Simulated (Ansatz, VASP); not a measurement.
**One calculation of GaP, two programs**

The input POSCAR:

```
GaP
1.0
    0.0000000000      2.6700725400      2.6700725400
    2.6700725400      0.0000000000      2.6700725400
    2.6700725400      2.6700725400      0.0000000000
Ga P
1 1
Direct
    0.0000000000      0.0000000000      0.0000000000
    0.2500000000      0.2500000000      0.2500000000
```

INCAR.step1

```
  PREC = Accurate
  ENCUT = 520
  ISMEAR = -1
  SIGMA = 0.02
  LREAL = F
  LASPH = T
  NELM = 60
  GGA = PE
  ALGO = Normal
  EDIFF = 1E-4
  LWAVE = T
  LCHARG = F
```

Contents of INCAR.step2:

```
  PREC = Accurate
  ENCUT = 520
  EDIFF = 1E-6
  ISMEAR = -1
  SIGMA = 0.02
  LREAL = F
  LASPH = T
  NELM = 60
  ALGO = Normal
  ISIF = 2
  LWAVE = F
  LCHARG = F
  METAGGA = R2SCAN
  LMIXTAU = T
  IBRION = 2
  NSW = 50
  EDIFFG = -0.01
  ISTART = 1
```

File KPOINTS:

```
Automatic mesh
0
Gamma
  10 10 10
```

Input for Ansatz:

```yaml
crystal:
  lattice:
    - [0.0, 2.67007254, 2.67007254]
    - [2.67007254, 0.0, 2.67007254]
    - [2.67007254, 2.67007254, 0.0]
  atoms:
    - { symbol: Ga, position: [0.0, 0.0, 0.0] }
    - { symbol: P, position: [0.25, 0.25, 0.25] }
  symmetry: { tolerance: 0.0003 }
hamiltonian:
  xc: r2scan
  pseudopotentials: { kind: paw, azcp: { folder: soft_1 } }
basis:
  ecutwfc: 500
magnetization:
  spin_polarized: false
scf:
  occupations: { method: fermi_dirac, width: 0.02 }
kpoints:
  mp_grid: { grid: [10, 10, 10], shift: [0, 0, 0] }
  band_path:
    path:
      - [0.0, 0.0, 0.0]
      - [-0.5, -0.5, 0.0]
      - [-0.375, -0.375, 0.25]
      - [-0.375, 0.0, 0.375]
      - [0.0, 0.0, 0.0]
      - [0.0, 0.0, 0.5]
      - [-0.5, -0.25, 0.25]
      - [-0.5, -0.5, 0.0]
    npoints: 10
output:
  forces: true
  stress: true
  eigenvalues: true
  write_potential: true
  elf: true
  volumetric_format: npy
  dos: { e_range: [-12, 8], de: 0.05 }
relax:
  max_steps: 30
```

Alike in both runs: task relaxation of the atoms; functional r2SCAN; k mesh 10 × 10 × 10; occupations fermi-dirac, width 0.02 eV; no spin polarisation.

|  | VASP | Ansatz |
| --- | --- | --- |
| version | VASP 6.6.1 | Ansatz 0.2.0 |
| potentials or method | VASP PAW PBE potentials, release 64 (Ga_d, P), cutoff 520 eV | PAW plane waves |
| valence electrons in the cell | 18 | 18 |

|  | VASP | Ansatz | Ansatz less VASP |
| --- | --- | --- | --- |
| gap on the k mesh at the Fermi level, each at its own relaxed structure (eV) | 1.76 | 1.75 | -0.006 |

VASP's potentials were made for PBE, not for r2SCAN. Ansatz's warnings: stress scf threshold loose.

Noted on VASP's run: the relaxation stopped at its first step, so nothing moved.
